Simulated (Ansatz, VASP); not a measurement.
**Cd12I23Br: VASP beside Ansatz**

```
Cd I Br
1.0
     8.57741    0.00000    0.00000
    -4.28870    7.42825    0.00000
     0.00000    0.00000   21.84685
Cd I Br
12 23 1
Direct
  0.33333 0.16667 0.33312
  0.33333 0.66667 0.33312
  0.83333 0.16667 0.33312
  0.83333 0.66667 0.33312
  0.16667 0.33333 0.66688
  0.16667 0.83333 0.66688
  0.66667 0.33333 0.66688
  0.66667 0.83333 0.66688
  0.00000 0.00000 0.00000
  0.00000 0.50000 0.00000
  0.50000 0.00000 0.00000
  0.50000 0.50000 0.00000
  0.16667 0.33333 0.07887
  0.16667 0.83333 0.07887
  0.66667 0.33333 0.07887
  0.66667 0.83333 0.07887
  0.16667 0.33333 0.41170
  0.16667 0.83333 0.41170
  0.66667 0.33333 0.41170
  0.66667 0.83333 0.41170
  0.33333 0.16667 0.92113
  0.33333 0.66667 0.92113
  0.83333 0.16667 0.92113
  0.83333 0.66667 0.92113
  0.33333 0.16667 0.58830
  0.33333 0.66667 0.58830
  0.83333 0.16667 0.58830
  0.83333 0.66667 0.58830
  0.00000 0.50000 0.25440
  0.50000 0.00000 0.25440
  0.50000 0.50000 0.25440
  0.00000 0.00000 0.74560
  0.00000 0.50000 0.74560
  0.50000 0.00000 0.74560
  0.50000 0.50000 0.74560
  0.00000 0.00000 0.25440
```

Alike in both runs: task electric field gradients; functional PBE; k mesh 3 × 3 × 1; occupations fermi-dirac, width 0.01 eV; no spin polarisation.

|  | VASP | Ansatz |
| --- | --- | --- |
| version | VASP 6.6.1 | Ansatz 0.2.0 |
| potentials or method | VASP PAW PBE potentials, release 64 (Cd, I, Br) | plane-wave PAW, scalar-relativistic |
| plane-wave cutoff (eV) | 520 | 420 |
| valence electrons in the cell | 312 | 638 |

Ansatz gave:

```
gap on the k mesh at the Fermi level (eV) : 2.25
pressure (GPa)                            : 0.4
rms of the force components (eV/Å)        : 0.077
```

Problem. Estimate VASP's values.

Solution. gap on the k mesh at the Fermi level (eV): 2.24; pressure (GPa): 0.5; rms of the force components (eV/Å): 0.078.

VASP's potentials hold 312 valence electrons a cell and Ansatz's 638, so a difference there can come from the potentials and not from the codes.

Spin-orbit coupling is off throughout.
